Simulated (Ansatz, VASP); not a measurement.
One calculation of NiO2, two programs

File INCAR:

```
SYSTEM = NiO2
PREC = Accurate
ENCUT = 600
EDIFF = 1E-6
ISMEAR = 0
SIGMA = 0.05
LREAL = .False.
LASPH = .True.
NELM = 120
ALGO = Normal
ISIF = 2
LWAVE = .False.
LCHARG = .False.
NBANDS = 22
GGA_COMPAT = .False.
```

Contents of KPOINTS:

```
Automatic mesh
0
Gamma
  12 12 6
  0 0 0
```

The input POSCAR:

```
NiO2
1.0
    2.8038519370      0.0000000000      0.0000000000
   -1.4019259685      2.4282070059      0.0000000000
    0.0000000000      0.0000000000      4.0838103463
Ni O
1 2
Direct
    0.0000000000      0.0000000000      0.5000000000
    0.6666666667      0.3333333333      0.6829609091
    0.3333333333      0.6666666667      0.3170390909
```

Input for Ansatz:

```yaml
crystal:
  lattice:
    - [2.803851937, 0.0, 0.0]
    - [-1.4019259685, 2.4282070059, 0.0]
    - [0.0, 0.0, 4.0838103463]
  atoms:
    - { symbol: Ni, position: [0.0, 0.0, 0.5] }
    - { symbol: O, position: [0.6666666667, 0.3333333333, 0.6829609091] }
    - { symbol: O, position: [0.3333333333, 0.6666666667, 0.3170390909] }
basis:
  ecutwfc: 520.0
kpoints:
  mp_grid: { grid: [12, 12, 6] }
hamiltonian:
  xc: lda
  pseudopotentials: { kind: paw }
scf:
  occupations: { method: gaussian, width: 0.05 }
output:
  forces: true
  stress: true
  eigenvalues: true
```

Alike in both runs: task single point; functional LDA; k mesh 12 × 12 × 6; occupations gaussian, width 0.05 eV; no spin polarisation.

|  | VASP | Ansatz |
| --- | --- | --- |
| version | VASP 6.6.1 | Ansatz 0.2.0 |
| potentials or method | VASP PAW LDA potentials, release 64 (Ni_sv_GW, O), cutoff 600 eV | scalar-relativistic, plane waves, PAW |
| valence electrons in the cell | 30 | 30 |

|  | VASP | Ansatz | Ansatz less VASP |
| --- | --- | --- | --- |
| gap on the k mesh at the Fermi level (eV) | 0.60 | 0.61 | +0.014 |
| least direct gap on the mesh (eV) | 1.16 | 1.17 | +0.010 |
| pressure (GPa) | 25.1 | 24.5 | -0.67 |
| traceless stress, the component that is largest in VASP (GPa) | 1.53 | 3.05 | +1.526 |
| rms of the force components (eV/Å) | 1.607 | 1.557 | -0.0501 |

LDA's correlation is that of Perdew and Zunger in VASP and of Perdew and Wang (1992) in Ansatz. Atom by atom the forces differ by 0.050 eV/Å (rms over components).
